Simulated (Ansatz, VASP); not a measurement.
**Two plane-wave programs on KAlPb3**

The input INCAR:

```
SYSTEM = KAlPb3
PREC = Accurate ; ENCUT = 500
EDIFF = 1E-7 ; ISMEAR = 0
SIGMA = 0.1 ; LREAL = .FALSE.
LASPH = .TRUE. ; NELM = 120
ALGO = Normal ; ISIF = 3
LWAVE = .FALSE. ; LCHARG = .FALSE.
GGA = PE ; IBRION = 2
NSW = 90 ; EDIFFG = -0.04
GGA_COMPAT = .FALSE. ; NELMIN = 4
```

KPOINTS

```
Automatic mesh
0
G
  4 4 4
  0 0 0
```

File POSCAR:

```
KAlPb3
1.0
    5.1515277535      0.0000000000      0.0000000000
    0.0000000000      5.1515277535      0.0000000000
    0.0000000000      0.0000000000      5.1515277535
K Al Pb
1 1 3
Direct
    0.5000000000      0.5000000000      0.5000000000
    0.0000000000      0.0000000000      0.0000000000
    0.0000000000      0.5000000000      0.5000000000
    0.5000000000      0.0000000000      0.5000000000
    0.5000000000      0.5000000000      0.0000000000
```

Input for Ansatz:

```yaml
crystal:
  lattice:
    - [5.1515277535, 0.0, 0.0]
    - [0.0, 5.1515277535, 0.0]
    - [0.0, 0.0, 5.1515277535]
  atoms:
    - { symbol: K, position: [0.5, 0.5, 0.5] }
    - { symbol: Al, position: [0.0, 0.0, 0.0] }
    - { symbol: Pb, position: [0.0, 0.5, 0.5] }
    - { symbol: Pb, position: [0.5, 0.0, 0.5] }
    - { symbol: Pb, position: [0.5, 0.5, 0.0] }
basis:
  ecutwfc: 420
kpoints:
  mp_grid: { grid: [4, 4, 4] }
hamiltonian:
  xc: pbe
scf:
  occupations: { method: gaussian, width: 0.1 }
  lower_state_search: "off"
output:
  forces: true
  stress: true
  eigenvalues: true
relax:
  adjacent_minimum: "off"
  f_tol: 0.04
  max_steps: 70
  cell: { stress_tol: 0.4 }
```

Alike in both runs: task relaxation of cell and atoms; functional PBE; k mesh 4 × 4 × 4; occupations gaussian, width 0.1 eV; no spin polarisation.

|  | VASP | Ansatz |
| --- | --- | --- |
| version | VASP 6.6.1 | Ansatz 0.2.0 |
| potentials or method | VASP PAW PBE potentials, release 64 (K_sv, Al, Pb_d), cutoff 500 eV | scalar-relativistic, plane waves, PAW |
| valence electrons in the cell | 54 | 54 |

|  | VASP | Ansatz | Ansatz less VASP |
| --- | --- | --- | --- |
| gap on the k mesh at the Fermi level, each at its own relaxed structure (eV) | none | none | - |
| relaxed volume (Å³/atom) | 42.37 | 42.05 | -0.315 |
| relaxed cell length with the largest relative difference (Å) | 5.961 | 5.946 | -0.0148 |

A gap of «none» marks a metal or a gap that the smearing closes.

Spin-orbit coupling is off throughout. Noted on VASP's run: the volume moved by over 15 % at a fixed basis, so the end points are rough.
